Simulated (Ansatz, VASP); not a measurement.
Zn4Se3S: VASP beside Ansatz

Contents of INCAR:

```
SYSTEM = Zn4Se3S
PREC = Accurate ; ENCUT = 520
EDIFF = 1E-6 ; ISMEAR = 0
SIGMA = 0.02 ; LREAL = .False.
LASPH = .True. ; NELM = 100
ALGO = Normal ; ISIF = 2
LWAVE = .False. ; LCHARG = .False.
GGA = PE ; NBANDS = 46
```

KPOINTS

```
regular mesh
0
Gamma
  6 6 6
  0 0 0
```

POSCAR

```
Zn4Se3S
1.0
    5.6590480000      0.0000000000      0.0000000000
    0.0000000000      5.6590480000      0.0000000000
    0.0000000000      0.0000000000      5.6590480000
Zn Se S
4 3 1
Direct
    0.7565560000      0.7565560000      0.7565560000
    0.7565560000      0.2434440000      0.2434440000
    0.2434440000      0.7565560000      0.2434440000
    0.2434440000      0.2434440000      0.7565560000
    0.5000000000      0.5000000000      0.0000000000
    0.5000000000      0.0000000000      0.5000000000
    0.0000000000      0.5000000000      0.5000000000
    0.0000000000      0.0000000000      0.0000000000
```

Input for Ansatz:

```yaml
crystal:
  lattice:
    - [5.659048, 0.0, 0.0]
    - [0.0, 5.659048, 0.0]
    - [0.0, 0.0, 5.659048]
  atoms:
    - { symbol: Zn, position: [0.756556, 0.756556, 0.756556] }
    - { symbol: Zn, position: [0.756556, 0.243444, 0.243444] }
    - { symbol: Zn, position: [0.243444, 0.756556, 0.243444] }
    - { symbol: Zn, position: [0.243444, 0.243444, 0.756556] }
    - { symbol: Se, position: [0.5, 0.5, 0.0] }
    - { symbol: Se, position: [0.5, 0.0, 0.5] }
    - { symbol: Se, position: [0.0, 0.5, 0.5] }
    - { symbol: S, position: [0.0, 0.0, 0.0] }
basis:
  ecutwfc: 420
kpoints:
  mp_grid: { grid: [6, 6, 6] }
  band_path:
    path:
      - [[0.0, 0.0, 0.0], [0.0, 0.5, 0.0], [0.5, 0.5, 0.0], [0.0, 0.0, 0.0], [0.5, 0.5, 0.5], [0.0, 0.5, 0.0]]
      - [[0.5, 0.5, 0.5], [0.5, 0.5, 0.0]]
    npoints: 14
hamiltonian:
  xc: pbe
scf:
  occupations: { method: gaussian, width: 0.02 }
  n_extra_bands: 20
output:
  forces: true
  stress: true
  eigenvalues: true
  populations: true
  dos: { projected: true, de: 0.02, nscf_kmesh: { grid: [9, 9, 9] } }
  bader: true
  write_density: true
  write_potential: true
  elf: true
  volumetric_format: npy
```

Alike in both runs: task single point; functional PBE; k mesh 6 × 6 × 6; occupations gaussian, width 0.02 eV; no spin polarisation.

|  | VASP | Ansatz |
| --- | --- | --- |
| version | VASP 6.6.1 | Ansatz 0.2.0 |
| potentials or method | VASP PAW PBE potentials, release 64 (Zn, Se, S), cutoff 520 eV | scalar-relativistic, plane waves, PAW |
| valence electrons in the cell | 72 | 102 |

|  | VASP | Ansatz | Ansatz less VASP |
| --- | --- | --- | --- |
| gap on the k mesh at the Fermi level (eV) | 1.32 | 1.32 | -0.001 |
| least direct gap on the mesh (eV) | 1.32 | 1.32 | -0.001 |
| pressure (GPa) | 0.2 | 0.0 | -0.19 |
| rms of the force components (eV/Å) | 0.004 | 0.002 | -0.0018 |

Atom by atom the forces differ by 0.002 eV/Å (rms over components). VASP's potentials hold 72 valence electrons a cell and Ansatz's 102, so a difference there can come from the potentials and not from the codes.
